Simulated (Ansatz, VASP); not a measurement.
# SnSe in VASP and in Ansatz

```xyz
2
Lattice="0.0000 2.9849 2.9849 2.9849 0.0000 2.9849 2.9849 2.9849 0.0000" Properties=species:S:1:pos:R:3 pbc="T T T"
Sn    0.0000    0.0000    0.0000
Se    2.9849    2.9849    2.9849
```

Alike in both runs: task single point; functional PBEsol; k mesh 6 × 6 × 6; no spin polarisation.

|  | VASP | Ansatz |
| --- | --- | --- |
| version | VASP 6.6.1 | Ansatz 0.2.0 |
| potentials or method | VASP PAW PBE potentials, release 64 (Sn_d, Se) | plane waves |
| plane-wave cutoff (eV) | 500 | 420 |
| occupations | gaussian, width 0.01 eV | fixed |
| valence electrons in the cell | 20 | 30 |

```csv
,VASP,Ansatz,Ansatz less VASP
gap on the k mesh at the Fermi level (eV),0.76,0.76,-0.002
pressure (GPa),-1.0,-1.0,-0.02
```

VASP's potentials were made for PBE, not for PBEsol. VASP's potentials hold 20 valence electrons a cell and Ansatz's 30, so a difference there can come from the potentials and not from the codes.
